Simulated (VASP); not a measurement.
KCl:

```
K Cl
1.0
     5.31708    0.00000    0.00000
    -2.65854    4.60473    0.00000
     0.00000    0.00000    6.24887
K Cl
2 2
Direct
  0.33333 0.66667 0.93750
  0.66667 0.33333 0.43750
  0.33333 0.66667 0.43750
  0.66667 0.33333 0.93750
```

This cell differs from its parent crystal: epitaxial xy strain -0.5%.

Base run:

| Property | Result |
| --- | --- |
| Program | VASP 6.6.1 |
| Functional | r2SCAN |
| Potentials or basis | VASP PAW PBE potentials, release 64 (K_sv, Cl) |
| Cutoff | 520 eV |
| k mesh | 6 × 6 × 4 |
| Occupations | gaussian, width 0.01 eV |
| Spin | no spin polarisation |

Its results: band gap on the k mesh 5.37 eV, direct; pressure 0.1 GPa.

Q: The run is repeated on the same cell with these changes: functional from r2SCAN to PBE; occupations from gaussian, width 0.01 eV to fermi-dirac, width 0.02 eV. What comes out?

A: Band gap on the k mesh 4.79 eV, direct; pressure 0.6 GPa.

Caveats: the PAW data sets were made with another functional, which shifts forces and pressure a little (some runs).

A k mesh can miss the band edges.
